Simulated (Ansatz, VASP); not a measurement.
## One calculation of Zn, two programs

```xyz
2
Lattice="2.6550 0.0000 0.0000 -1.3275 2.2993 0.0000 0.0000 0.0000 4.9897" Properties=species:S:1:pos:R:3 pbc="T T T"
Zn    0.0000    1.5328    1.2474
Zn    1.3275    0.7664    3.7423
```

Alike in both runs: task single point; functional RPBE; k mesh 22 × 22 × 10; occupations fermi-dirac, width 0.1 eV; no spin polarisation.

|  | VASP | Ansatz |
| --- | --- | --- |
| version | VASP 6.6.1 | Ansatz 0.2.0 |
| potentials or method | VASP PAW PBE potentials, release 64 (Zn), cutoff 520 eV | plane waves (420 eV) with PAW, scalar-relativistic |
| valence electrons in the cell | 24 | 24 |

|  | VASP | Ansatz | Ansatz less VASP |
| --- | --- | --- | --- |
| pressure (GPa) | 3.4 | 3.0 | -0.39 |
| traceless stress, the component that is largest in VASP (GPa) | -0.68 | -0.50 | +0.179 |

VASP's potentials were made for PBE, not for RPBE.
